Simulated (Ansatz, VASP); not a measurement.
Two plane-wave programs on Al2Cu

File INCAR:

```
PREC = Accurate
ENCUT = 520
EDIFF = 1E-7
ISMEAR = 0
SIGMA = 0.15
LREAL = False
LASPH = True
NELM = 60
ALGO = Fast
ISIF = 2
LWAVE = False
LCHARG = False
GGA = PE
NBANDS = 16
```

The input KPOINTS:

```
regular mesh
0
Gamma
  14 14 14
```

Contents of POSCAR:

```
Al2Cu
1.0
   -2.0446004822      2.0446004822      2.8240317323
    2.0446004822     -2.0446004822      2.8240317323
    2.0446004822      2.0446004822     -2.8240317323
Al Cu
2 1
Direct
    0.7448122042      0.2448122042      0.5000000000
    0.2551877958      0.7551877958      0.5000000000
    0.5000000000      0.5000000000      0.0000000000
```

Input for Ansatz:

```yaml
crystal:
  lattice:
    - [-2.0446004822, 2.0446004822, 2.8240317323]
    - [2.0446004822, -2.0446004822, 2.8240317323]
    - [2.0446004822, 2.0446004822, -2.8240317323]
  atoms:
    - { symbol: Al, position: [0.7448122042, 0.2448122042, 0.5] }
    - { symbol: Al, position: [0.2551877958, 0.7551877958, 0.5] }
    - { symbol: Cu, position: [0.5, 0.5, 0.0] }
basis:
  ecutwfc: 520.0
kpoints:
  mp_grid: { grid: [14, 14, 14] }
hamiltonian:
  xc: pbe
  pseudopotentials: { kind: paw, azcp: { folder: soft_1 } }
scf:
  occupations: { method: gaussian, width: 0.15 }
output:
  forces: true
  stress: true
  eigenvalues: true
```

Change from the starting cell: mode 9 frozen in at -0.030 Å, normal strain along z -0.0233.

Alike in both runs: task single point; functional PBE; k mesh 14 × 14 × 14; occupations gaussian, width 0.15 eV; no spin polarisation.

|  | VASP | Ansatz |
| --- | --- | --- |
| version | VASP 6.6.1 | Ansatz 0.2.0 |
| potentials or method | VASP PAW PBE potentials, release 64 (Al, Cu), cutoff 520 eV | scalar-relativistic, plane waves, PAW |
| valence electrons in the cell | 17 | 25 |

VASP gave:

```
gap on the k mesh at the Fermi level (eV)                     : none
pressure (GPa)                                                : 2.6
traceless stress, the component that is largest in VASP (GPa) : -1.86
rms of the force components (eV/Å)                            : 0.129
```

Task: Which values does Ansatz return?

Result: gap on the k mesh at the Fermi level (eV): none; pressure (GPa): 2.5; traceless stress, the component that is largest in VASP (GPa): -1.86; rms of the force components (eV/Å): 0.129.

Atom by atom the forces differ by 0.000 eV/Å (rms over components). A gap of «none» marks a metal or a gap that the smearing closes. The functional is the same, so the differences come from potentials, cutoffs and numerics. VASP's potentials hold 17 valence electrons a cell and Ansatz's 25, so a difference there can come from the potentials and not from the codes.
